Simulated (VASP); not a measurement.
# MgO (P2_1) in VASP: notebook, part 2 of 2

VASP 6.6.1. Earlier steps stand in the parts before.

### 5 Single point, PBEsol (mode 4 frozen in at -0.108 Å and mode 5 at +0.072 Å (largest displacements))

File INCAR:

```
ALGO = Normal ; EDIFF = 1E-6
ENCUT = 520 ; GGA = PS
ISIF = 2 ; ISMEAR = 0
LASPH = True ; LCHARG = False
LREAL = False ; LWAVE = False
NBANDS = 16 ; NELM = 60
PREC = Accurate ; SIGMA = 0.05
```

File KPOINTS:

```
k-points
0
Gamma
  9 9 6
```

File POSCAR:

```
MgO
1.0
    3.3034677759      0.0000000000      0.0000000000
   -1.6517338880      2.8608870145      0.0000000000
    0.0000000000      0.0000000000      5.0193881071
Mg O
2 2
Direct
    0.3132239255      0.6918336864      0.0036583441
    0.6867760745      0.3081663136      0.5036583441
    0.3519888668      0.6433191775      0.4009416559
    0.6480111332      0.3566808225      0.9009416559
```

Potentials or basis: VASP PAW PBE potentials, release 64 (Mg, O).

Command:

```console
cat potpaw_PBE.64/Mg/POTCAR potpaw_PBE.64/O/POTCAR > POTCAR
mpirun -np 1 vasp_std > vasp.out
```

OUTCAR:

```text
EDIFF = 1E-6
   ENCUT = 520
   GGA = PS
   ISIF = 2
   ISMEAR = 0
   LASPH = True
   LREAL = False
   NELM = 60
   PREC = Accurate

 ion  position               nearest neighbor table
   1  0.313  0.692  0.004-   4 1.97   4 1.97   4 1.98   3 2.01   2 3.07   2 3.07   2 3.09   2 3.09
                             2 3.32   2 3.32
   2  0.687  0.308  0.504-   3 1.97   3 1.97   3 1.98   4 2.01   1 3.07   1 3.07   1 3.09   1 3.09
                             1 3.32   1 3.32
   3  0.352  0.643  0.401-   2 1.97   2 1.97   2 1.98   1 2.01
   4  0.648  0.357  0.901-   1 1.97   1 1.97   1 1.98   2 2.01

  LATTYP: Found a hexagonal cell.
 ALAT       =     3.3034677759
 C/A-ratio  =     1.5194300195

  Lattice vectors:

 A1 = (   3.3034677759,   0.0000000000,   0.0000000000)
 A2 = (  -1.6517338880,   2.8608870145,   0.0000000000)
 A3 = (   0.0000000000,   0.0000000000,   5.0193881071)

Analysis of symmetry for initial positions (statically):
=====================================================================
 Subroutine PRICEL returns:
 Original cell was already a primitive cell.

 Routine SETGRP: Setting up the symmetry group for a
 hexagonal supercell.

 Subroutine GETGRP returns: Found  2 space group operations
 (whereof  1 operations were pure point group operations)
 out of a pool of 24 trial point group operations.

The static configuration has the point symmetry C_1 .
 The point group associated with its full space group is C_2 .

Analysis of symmetry for dynamics (positions and initial velocities):
=====================================================================
 Subroutine PRICEL returns:
 Original cell was already a primitive cell.

 Routine SETGRP: Setting up the symmetry group for a
 hexagonal supercell.

 Subroutine GETGRP returns: Found  2 space group operations
 (whereof  1 operations were pure point group operations)
 out of a pool of 24 trial point group operations.

The dynamic configuration has the point symmetry C_1 .
 The point group associated with its full space group is C_2 .

 Subroutine INISYM returns: Found  2 space group operations
 (whereof  1 operations are pure point group operations),
 and found     1 'primitive' translations

----------------------------------------------------------------------------------------

                                     Primitive cell

  volume of cell :      47.4375

  direct lattice vectors                    reciprocal lattice vectors
     3.303467776  0.000000000  0.000000000     0.302712201  0.174770971  0.000000000
    -1.651733888  2.860887014  0.000000000     0.000000000  0.349541941  0.000000000
     0.000000000  0.000000000  5.019388107     0.000000000  0.000000000  0.199227471

  length of vectors
     3.303467776  3.303467776  5.019388107     0.349541941  0.349541941  0.199227471

  position of ions in fractional coordinates (direct lattice)
     0.313223925  0.691833686  0.003658344
     0.686776075  0.308166314  0.503658344
     0.351988867  0.643319177  0.400941656
     0.648011133  0.356680823  0.900941656

  ion indices of the primitive-cell ions
   primitive index   ion index
                 1           1
                 2           2
                 3           3
                 4           4

----------------------------------------------------------------------------------------

 KPOINTS: k-points

Automatic generation of k-mesh.
 Grid dimensions read from file:
 generate k-points for:    9    9    6

 Generating k-lattice:

  Cartesian coordinates                     Fractional coordinates (reciprocal lattice)
     0.033634689  0.019418997  0.000000000     0.111111111  0.000000000  0.000000000
     0.000000000  0.038837993  0.000000000     0.000000000  0.111111111  0.000000000
     0.000000000  0.000000000  0.033204579     0.000000000  0.000000000  0.166666667

  Length of vectors
     0.038837993  0.038837993  0.033204579

  Shift w.r.t. Gamma in fractional coordinates (k-lattice)
     0.000000000  0.000000000  0.000000000

 Subroutine IBZKPT returns following result:
 ===========================================

 Found    164 irreducible k-points:

 Following reciprocal coordinates:
            Coordinates               Weight
  0.000000  0.000000  0.000000      1.000000
  0.111111  0.000000  0.000000      2.000000
  0.000000  0.111111  0.000000      2.000000
 -0.111111  0.111111  0.000000      2.000000
  0.222222  0.000000  0.000000      2.000000
  0.000000  0.222222  0.000000      2.000000
[... 16 lines left out ...]
  0.333333  0.111111  0.000000      2.000000
 -0.111111  0.444444  0.000000      2.000000
 [... further k-points ...]
   k-points           NKPTS =    164   k-points in BZ     NKDIM =    164   number of bands    NBANDS=     16
   number of dos      NEDOS =    301   number of ions     NIONS =      4
   total plane-waves  NPLWV =  31360
   dimension x,y,z NGX =    28 NGY =   28 NGZ =   40
   dimension x,y,z NGXF=    56 NGYF=   56 NGZF=   80
   ions per type =               2   2
   NGX,Y,Z   is equivalent  to a cutoff of  14.09, 14.09, 13.25 a.u.
   NGXF,Y,Z  is equivalent  to a cutoff of  28.18, 28.18, 26.50 a.u.
 SYSTEM =  unknown system
   PREC   = accura    normal or accurate (medium, high low for compatibility)
   ISTART =      0    job   : 0-new  1-cont  2-samecut
   ICHARG =      2    charge: 1-file 2-atom 10-const
   ISPIN  =      1    spin polarized calculation?
   LNONCOLLINEAR =      F non collinear calculations
   LSORBIT =      F    spin-orbit coupling
   LASPH  =      T    aspherical Exc in radial PAW
   ENCUT  =  520.0 eV  38.22 Ry    6.18 a.u.   6.14  6.14  9.33*2*pi/ulx,y,z
   NELM   =     60;   NELMIN=  2; NELMDL= -5     # of ELM steps
   EDIFF  = 0.1E-05   stopping-criterion for ELM
   LREAL  =      F    real-space projection
   EDIFFG = 0.1E-04   stopping-criterion for IOM
   NSW    =      0    number of steps for IOM
   IBRION =     -1    ionic relax: 0-MD 1-quasi-New 2-CG
   NFREE  =      0    steps in history (QN), initial steepest desc. (CG)
   ISIF   =      2    stress and relaxation
   ISYM   =      2    0-nonsym 1-usesym 2-fastsym
   POTIM  = 0.5000    time-step for ionic-motion
   TEBEG  =    0.0;   TEEND  =   0.0 temperature during run
   PSTRESS=    0.0 pullay stress
   NELECT =      16.0000    total number of electrons
   NUPDOWN=      -1.0000    fix difference up-down
   EMIN   =  10.00;   EMAX   =-10.00  energy-range for DOS
   EFERMI =   0.00;   METHOD = LEGACY
   ISMEAR =     0;   SIGMA  =   0.05  broadening in eV -4-tet -1-fermi 0-gaus
   EFERMI_NEDOS =   21; number of points for ismear=-14 and -15
   IALGO  =     38    algorithm
   IMIX   =      4    mixing-type and parameters
     AMIX     =   0.40;   BMIX     =  1.00
     AMIX_MAG =   1.60;   BMIX_MAG =  1.00
  volume/ion in A,a.u.               =      11.86        80.03
  Fermi-wavevector in a.u.,A,eV,Ry     =   1.139570  2.153475 17.668792  1.298620
  Thomas-Fermi vector in A             =   2.276273
   LORBIT       =      0    0 simple, 1 ext, 2 COOP (PROOUT), +10 PAW based schemes
   GGA     = PS    functional components
   LHFCALC =     F    Hartree Fock is set to
   AEXX    =    0.0000 exact exchange contribution
   IVDW    =     0    specifies the selected vdW correction
   LEPSILON=     F    determine dielectric tensor
   LRPA    =     F    only Hartree local field effects (RPA)
 non-spin polarized calculation
 Gauss-broadening in eV      SIGMA  =   0.05
  energy-cutoff  :      520.00
  volume of cell :       47.44
 maximum number of plane-waves:      1296
 NGX is ok and might be reduce to    28
   NGX = 13   NGY = 13   NGZ = 19

 number of electron      16.0000001 magnetization

 Free energy of the ion-electron system (eV)
  ---------------------------------------------------
  ext. energy  EPLUGINS =         0.00000000
  ---------------------------------------------------
  free energy    TOTEN  =       -24.46614484 eV

  energy without entropy =      -24.46614484  energy(sigma->0) =      -24.46614484

 E-fermi :   1.2882     XC(G=0):  -9.9644

 val. band max:        1.0508399375   @ k =   0.0000   0.0000   0.0000
 cond. band min:       4.2906323021   @ k =   0.0000   0.0000   0.0000
 fundamental gap:      3.2397923646
 Fermi energy:         1.2882367708

 k-point     1 :       0.0000    0.0000    0.0000
  band No.  band energies     occupation
      1     -15.1581      2.00000
      2     -14.3383      2.00000
      3      -2.3135      2.00000
      4       0.1922      2.00000
      5       0.3274      2.00000
      6       0.4664      2.00000
[... 433 lines left out ...]
      3      -1.9447      2.00000
      4      -1.1106      2.00000
      5      -0.9364      2.00000
      6      -0.3435      2.00000
[... 8 lines left out ...]
     15      15.3844      0.00000
     16      16.5624      0.00000

 [... further k-points ...]
[... 5 lines left out ...]
  --------------------------------------------------------------------------------------
  -------------------------------------------------------------------------------------
  Total       -0.3128397     -0.1783773     -0.0363292      0.1518992      0.0000000      0.0000000
  in kB      -10.5660058     -6.0246062     -1.2270004      5.1303215      0.0000000      0.0000000
  external PRESSURE =      -5.9392041 kB  Pullay stress =       0.0000000 kB

 VOLUME and BASIS-vectors are now :
 -----------------------------------------------------------------------------
  energy-cutoff  :      520.00
  volume of cell :       47.44
      direct lattice vectors                 reciprocal lattice vectors
     3.303467776  0.000000000  0.000000000     0.302712201  0.174770971  0.000000000
    -1.651733888  2.860887014  0.000000000     0.000000000  0.349541941  0.000000000
     0.000000000  0.000000000  5.019388107     0.000000000  0.000000000  0.199227471

 POSITION                                       TOTAL-FORCE (eV/Angst)
 -----------------------------------------------------------------------------------
     -0.10800      1.97926      0.01836         0.301918     -0.214472      0.091878
      1.75973      0.88163      2.52806        -0.301918      0.214472      0.091878
      0.10019      1.84046      2.01248        -0.244889      0.156297     -0.091878
      1.55154      1.02042      4.52218         0.244889     -0.156297     -0.091878
 -----------------------------------------------------------------------------------
    total drift:                               -0.000000     -0.000000      0.001153

  FREE ENERGIE OF THE ION-ELECTRON SYSTEM (eV)
  ---------------------------------------------------
  free  energy   TOTEN  =       -24.4661448357 eV

  energy  without entropy=      -24.4661448357  energy(sigma->0) =      -24.46614484
```

OSZICAR:

```text
N       E                     dE             d eps       ncg     rms          rms(c)
DAV:   1     0.593788294318E+02    0.59379E+02   -0.74373E+03  5248   0.882E+02
DAV:   2    -0.243016176715E+02   -0.83680E+02   -0.77151E+02  7248   0.194E+02
DAV:   3    -0.283153432160E+02   -0.40137E+01   -0.40045E+01  5888   0.441E+01
DAV:   4    -0.283320568753E+02   -0.16714E-01   -0.16713E-01  6496   0.334E+00
DAV:   5    -0.283321396468E+02   -0.82771E-04   -0.82771E-04  6000   0.224E-01    0.109E+01
DAV:   6    -0.245750196960E+02    0.37571E+01   -0.10719E+01  5248   0.244E+01    0.384E+00
DAV:   7    -0.244978008822E+02    0.77219E-01   -0.17275E-01  5296   0.331E+00    0.215E+00
DAV:   8    -0.244681293948E+02    0.29671E-01   -0.94759E-02  5840   0.328E+00    0.493E-01
DAV:   9    -0.244658298618E+02    0.22995E-02   -0.32334E-03  6592   0.506E-01    0.173E-01
DAV:  10    -0.244661386791E+02   -0.30882E-03   -0.74281E-04  5352   0.193E-01    0.140E-02
DAV:  11    -0.244661456904E+02   -0.70113E-05   -0.15991E-05  6736   0.260E-02    0.146E-02
DAV:  12    -0.244661448357E+02    0.85471E-06   -0.40314E-06  5344   0.175E-02
   1 F= -.24466145E+02 E0= -.24466145E+02  d E =-.943727E-14
```

stdout:

```text
POSCAR found type information on POSCAR MgO
 POSCAR found :  2 types and       4 ions
 scaLAPACK will be used
 -----------------------------------------------------------------------------
|                                                                             |
|                                                                             |
|     You enforced a specific xc type in the INCAR file but a different       |
|     I HOPE YOU KNOW WHAT YOU ARE DOING!                                     |
|                                                                             |
 -----------------------------------------------------------------------------

 LDA part: xc-table for (Slater+PW92), standard interpolation
 POSCAR, INCAR and KPOINTS ok, starting setup
 FFT: planning ... GRIDC
 FFT: planning ... GRID_SOFT
 FFT: planning ... GRID
 WAVECAR not read
 entering main loop
```

Run time: 3.3 min. Hardware: 1 thread of Intel Xeon 8259CL, shared host; peak memory 0.26 GiB.

Results:

* Free energy: -24.4661 eV
* Pressure: -0.6 GPa
* Largest force: 0.382 eV/Å
* Band gap on the k mesh: 3.24 eV, direct

Forces in eV/Å, atoms in the order of the input:
```
Mg   0.302 -0.214  0.092
Mg  -0.302  0.214  0.092
O   -0.245  0.156 -0.092
O    0.245 -0.156 -0.092
```

Caveat: the cell differs from its parent crystal (mode 4 frozen in at -0.108 Å and mode 5 at +0.072 Å (largest displacements)); the PAW data sets were made with another functional, which shifts forces and pressure a little.
